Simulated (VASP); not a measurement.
Here is a VASP 6.6.1 calculation.

Contents of INCAR:

```
SYSTEM = PbS
  PREC = Accurate
  ENCUT = 500
  EDIFF = 1E-6
  ISMEAR = 0
  SIGMA = 0.01
  LREAL = .FALSE.
  LASPH = .TRUE.
  NELM = 120
  ALGO = Normal
  ISIF = 2
  LWAVE = .FALSE.
  LCHARG = .FALSE.
  NBANDS = 17
  GGA_COMPAT = .FALSE.
```

Contents of KPOINTS:

```
Automatic mesh
0
G
  5 5 5
  0 0 0
```

Contents of POSCAR:

```
PbS
1.0
    0.0000000000      2.9657500000      2.9657500000
    2.9657500000      0.0000000000      2.9657500000
    2.9657500000      2.9657500000      0.0000000000
Pb S
1 1
Direct
    0.0000000000      0.0000000000      0.0000000000
    0.5000000000      0.5000000000      0.5000000000
```

Potentials or basis: VASP PAW LDA potentials, release 64 (Pb_d, S).

Launch:

```bash
$ cat potpaw_LDA.64/Pb_d/POTCAR potpaw_LDA.64/S/POTCAR > POTCAR
$ mpirun -np 1 vasp_std > vasp.out
```

Task: What does it give for the pressure?

Result: -2.8 GPa.
